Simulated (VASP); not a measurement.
Set up this calculation in VASP 6.6.1, as the native input.

* Task: single point
* Functional: PBE
* Potentials or basis: VASP PAW PBE potentials, release 64 (Zn, Si, N)
* Cutoff: 520 eV
* k mesh: 4 × 4 × 4
* Occupations: gaussian, width 0.1 eV
* Spin: no spin polarisation
* Dipole correction: no
* Further INCAR settings: ALGO = Normal; EDIFF = 1e-06; NBANDS = 26

The structure of Zn2Si2N lies in POSCAR:

```
Zn2Si2N
1.0
    4.4634621597      0.0000000000      0.0000000000
    0.0000000000      4.4634621597      0.0000000000
    0.0000000000      0.0000000000      4.8884672743
Zn Si N
2 2 1
Direct
    0.0000000000      0.0000000000      0.5000000000
    0.0000000000      0.0000000000      0.0000000000
    0.5000000000      0.0000000000      0.5000000000
    0.0000000000      0.5000000000      0.5000000000
    0.5000000000      0.5000000000      0.5000000000
```

One way to write it, as run:

INCAR

```
SYSTEM = Zn2Si2N
  PREC = Accurate
  ENCUT = 520
  EDIFF = 1E-6
  ISMEAR = 0
  SIGMA = 0.1
  LREAL = .False.
  LASPH = .True.
  NELM = 60
  ALGO = Normal
  ISIF = 2
  LWAVE = .False.
  LCHARG = .False.
  GGA = PE
  NBANDS = 26
```

KPOINTS

```
regular mesh
0
Gamma
  4 4 4
  0 0 0
```

Potentials or basis: VASP PAW PBE potentials, release 64 (Zn, Si, N).

Launch:

```bash
$ cat potpaw_PBE.64/Zn/POTCAR potpaw_PBE.64/Si/POTCAR potpaw_PBE.64/N/POTCAR > POTCAR
$ mpirun -np 1 vasp_std > vasp.out
```

Results of the run:

- Pressure: 0.1 GPa

Wall time 27 s on 1 thread of Intel(R) Xeon(R) 6975P-C (Granite Rapids), with other jobs on the host, peak memory 0.21 GiB.
